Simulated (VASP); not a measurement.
Write the native input for VASP 6.6.1 that does the following.

```yaml
Task: single point
Functional: LDA
Potentials_or_basis: VASP PAW LDA potentials, release 64 (Ba_sv, Zr_sv, O)
Cutoff: 600 eV
k_mesh: 6 × 6 × 6
Occupations: gaussian, width 0.02 eV
Spin: no spin polarisation
Dipole_correction: no
Further_INCAR_settings: ALGO = Normal; EDIFF = 1e-06; NBANDS = 51
```

The structure of BaZrO3 lies in POSCAR:

```
BaZrO3
1.0
   -2.9542584252      2.9542584252      4.1948664031
    2.9542584252     -2.9542584252      4.1948664031
    2.9542584252      2.9542584252     -4.1948664031
Ba Zr O
2 2 6
Direct
    0.7500000000      0.2500000000      0.5000000000
    0.2500000000      0.7500000000      0.5000000000
    0.0000000000      0.0000000000      0.0000000000
    0.5000000000      0.5000000000      0.0000000000
    0.7500000000      0.7500000000      0.0000000000
    0.2500000000      0.2500000000      0.0000000000
    0.2278619736      0.7278619736      0.9557239471
    0.7721380264      0.2721380264      0.0442760529
    0.7278619736      0.7721380264      0.5000000000
    0.2721380264      0.2278619736      0.5000000000
```

One way to write it, as run:

INCAR

```
PREC = Accurate
ENCUT = 600
EDIFF = 1E-6
ISMEAR = 0
SIGMA = 0.02
LREAL = F
LASPH = T
NELM = 120
ALGO = Normal
ISIF = 2
LWAVE = F
LCHARG = T
LELF = T
LVHAR = T
NBANDS = 51
GGA_COMPAT = F
```

KPOINTS

```
Automatic mesh
0
Gamma
  6 6 6
```

Potentials or basis: VASP PAW LDA potentials, release 64 (Ba_sv, Zr_sv, O).

Command:

```console
$ cat potpaw_LDA.64/Ba_sv/POTCAR potpaw_LDA.64/Zr_sv/POTCAR potpaw_LDA.64/O/POTCAR > POTCAR
$ mpirun -np 1 vasp_std > vasp.out
```

It gave:

```
Pressure               : -3.5 GPa
Largest force          : 0.033 eV/Å
Band gap on the k mesh : 3.17 eV
```

Caveat: the cell stands under tension; spin-orbit coupling is left out, which moves the levels of the heavy elements.

Wall time 6.8 min on 1 thread of Oxide Virtual Turin-like Processor, with other jobs on the host, peak memory 0.37 GiB.
